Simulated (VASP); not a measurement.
# LiH: single point with LDA

Crystal: LiH.

```
CELL_PARAMETERS angstrom
0.00000 2.19510 1.95120
2.19510 0.00000 1.95120
2.19510 2.19510 0.00000
ATOMIC_POSITIONS crystal
Li 0.00000 0.00000 0.00000
H 0.50000 0.50000 0.50000
```

This cell differs from its parent crystal: strain +0.080 along x and y, -0.040 along z.

| Quantity | Value |
| --- | --- |
| Program | VASP 6.6.1 |
| Task | single point |
| Functional | LDA |
| Potentials or basis | VASP PAW LDA potentials, release 64 (Li_sv, H) |
| Cutoff | 520 eV |
| k mesh | 10 × 10 × 10 |
| Occupations | gaussian, width 0.05 eV |
| Spin | no spin polarisation |
| Dipole correction | no |
| Further INCAR settings | ALGO = Normal; EDIFF = 1e-07; NBANDS = 9 |

The band gap on the k mesh is 1.77 eV, indirect (least direct gap 2.57 eV).

Levels at points of the mesh, in eV from the valence-band top:
```tsv
k point	band 1	band 2	band 3	band 4	band 5	band 6	band 7
(0.00, 0.00, 0.00)	-44.13	-5.50	13.48	14.87	15.81	15.81	19.92
(0.50, 0.00, 0.00)	-44.10	-2.86	3.83	11.24	13.21	15.71	15.93
(0.50, 0.50, 0.00)	-44.08	0.00	3.25	8.10	8.10	11.20	14.09
(0.50, 0.00, 0.50)	-44.10	-0.80	1.77	9.38	10.34	12.95	14.72
```

It took 7.4 s on 1 thread of Intel(R) Xeon(R) Platinum 8375C CPU @ 2.90GHz (Ice Lake) (shared host), peak memory 0.13 GiB.

Caveat: the cell differs from its parent crystal (strain +0.080 along x and y, -0.040 along z). A k mesh can miss the band edges.
